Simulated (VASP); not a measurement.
Input of a VASP 6.6.1 run:

INCAR

```
PREC     = Accurate       # precision mode
ENCUT    = 700            # plane-wave cutoff, eV
EDIFF    = 1E-6           # SCF threshold, eV
ISMEAR   = -1             # smearing method
SIGMA    = 0.05           # smearing width, eV
LREAL    = F              # projectors in reciprocal space
LASPH    = T              # aspherical terms in the spheres
NELM     = 200            # most SCF steps
ALGO     = Normal         # electronic algorithm
ISIF     = 2              # what is computed and relaxed
LWAVE    = F              # write WAVECAR
LCHARG   = F              # write CHGCAR
ISPIN    = 2              # spin polarisation
MAGMOM   = 2 0            # initial moments
LORBIT   = 11             # projections on sites
LMAXMIX  = 4              # l up to which the mixer works
GGA      = PE             # functional
NBANDS   = 22             # bands
GGA_COMPAT= F
```

The input KPOINTS:

```
regular mesh
0
Gamma
  6 6 6
```

The input POSCAR:

```
CoO
1.0
    0.0000000000      2.1315000000      2.1315000000
    2.1315000000      0.0000000000      2.1315000000
    2.1315000000      2.1315000000      0.0000000000
Co O
1 1
Direct
    0.0000000000      0.0000000000      0.0000000000
    0.5000000000      0.5000000000      0.5000000000
```

Potentials or basis: VASP PAW PBE potentials, release 64 (Co_sv, O).

Command:

```sh
$ cat potpaw_PBE.64/Co_sv/POTCAR potpaw_PBE.64/O/POTCAR > POTCAR
$ mpirun -np 1 vasp_std > vasp.out
```

Estimate the site moments.

Co +2.44; O +0.26 μB.

Estimate the pressure.

-4.2 GPa.

Caveat: the k points lie up to 0.43 Å⁻¹ apart; a cell with one magnetic atom can't hold antiferromagnetic order, which such compounds often take.
